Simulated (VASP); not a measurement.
Si, 2 atoms in the cell. It takes space group Fd-3m (No. 227, cubic). The conventional cell has a = 5.470 Å, b = 5.470 Å, c = 5.470 Å, α = 90.00°, β = 90.00°, γ = 90.00°. Within 3.1 Å of Si (site symmetry -43m) lie 4 Si at 2.37 Å. 

* Program: VASP 6.6.1
* Task: single point
* Functional: PBE
* Potentials or basis: VASP PAW PBE potentials, release 64 (Si)
* Cutoff: 500 eV
* k mesh: 10 × 10 × 10
* Occupations: gaussian, width 0.02 eV
* Spin: no spin polarisation
* Dipole correction: no
* Further INCAR settings: ALGO = Normal; EDIFF = 1e-06; NBANDS = 11

Potentials or basis: VASP PAW PBE potentials, release 64 (Si).

Command:

```sh
$ cat potpaw_PBE.64/Si/POTCAR > POTCAR
$ mpirun -np 1 vasp_std > vasp.out
```

Hardware: 1 thread of Intel(R) Xeon(R) Platinum 8488C (Sapphire Rapids) (shared host).

Task: Estimate the wall time of this run.

Result: Run time: 11 s on 1 thread of Intel(R) Xeon(R) Platinum 8488C (Sapphire Rapids), with other jobs on the host, peak memory 0.15 GiB. Counts: scf iterations 11, k points 47.
